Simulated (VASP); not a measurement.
A run of VASP 6.6.1:

File INCAR:

```
PREC = Accurate
ENCUT = 520
EDIFF = 1E-7
ISMEAR = -1
SIGMA = 0.02
LREAL = F
LASPH = T
NELM = 100
ALGO = Normal
ISIF = 2
LWAVE = F
LCHARG = F
GGA = PE
NBANDS = 18
```

KPOINTS

```
regular mesh
0
Gamma
  8 8 8
```

File POSCAR:

```
HfO2
1.0
    0.0000000000      2.5876064309      2.5291823194
    2.5876064309      0.0000000000      2.5291823194
    2.5876064309      2.5876064309      0.0000000000
Hf O
1 2
Direct
    0.0000000000      0.0000000000      0.0000000000
    0.2500000000      0.2500000000      0.2500000000
    0.7500000000      0.7500000000      0.7500000000
```

Potentials or basis: VASP PAW PBE potentials, release 64 (Hf_pv, O).

Run with:

```bash
$ cat potpaw_PBE.64/Hf_pv/POTCAR potpaw_PBE.64/O/POTCAR > POTCAR
$ mpirun -np 1 vasp_std > vasp.out
```

Hardware: 1 thread of Intel(R) Xeon(R) Platinum 8259CL CPU @ 2.50GHz (Skylake/Cascade Lake), on a shared host.

**Question.** How long does it take, and how much memory?

**Answer.** Run time: 38 s on 1 thread of Intel(R) Xeon(R) Platinum 8259CL CPU @ 2.50GHz (Skylake/Cascade Lake), with other jobs on the host, peak memory 0.18 GiB. Counts: scf iterations 15, k points 59.
